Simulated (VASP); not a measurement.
Write the native input for VASP 6.6.1 that does the following.

| Property | Result |
| --- | --- |
| Task | single point |
| Functional | PBE |
| Potentials or basis | VASP PAW PBE potentials, release 64 (Mo_sv) |
| Cutoff | 520 eV |
| k mesh | 5 × 5 × 5 |
| Occupations | fermi-dirac, width 0.08 eV |
| Spin | no spin polarisation |
| Dipole correction | no |
| Further INCAR settings | ALGO = Normal; EDIFF = 1e-07; NBANDS = 13 |

The structure of Mo lies in POSCAR:

```
Mo
1.0
    0.0000000000      2.0150000000      2.0150000000
    2.0150000000      0.0000000000      2.0150000000
    2.0150000000      2.0150000000      0.0000000000
Mo
1
Direct
    0.0000000000      0.0000000000      0.0000000000
```

One way to write it, as run:

INCAR

```
SYSTEM = Mo
PREC = Accurate ; ENCUT = 520
EDIFF = 1E-7 ; ISMEAR = -1
SIGMA = 0.08 ; LREAL = .False.
LASPH = .True. ; NELM = 100
ALGO = Normal ; ISIF = 2
LWAVE = .False. ; LCHARG = .False.
GGA = PE ; NBANDS = 13
```

KPOINTS

```
Automatic mesh
0
Gamma
  5 5 5
  0 0 0
```

Potentials or basis: VASP PAW PBE potentials, release 64 (Mo_sv).

Launch:

```sh
$ cat potpaw_PBE.64/Mo_sv/POTCAR > POTCAR
$ mpirun -np 1 vasp_std > vasp.out
```

It gave:

```json
{
  "Pressure": "-4.7 GPa",
  "Band gap on the k mesh": "zero (band 7 reaches 13.99 eV, above the bottom of band 8 at 10.79 eV)"
}
```

Caveat: the k points lie up to 0.54 Å⁻¹ apart.

Wall time 2.2 s on 1 thread of Intel(R) Xeon(R) 6975P-C (Granite Rapids) (shared host), peak memory 0.13 GiB.
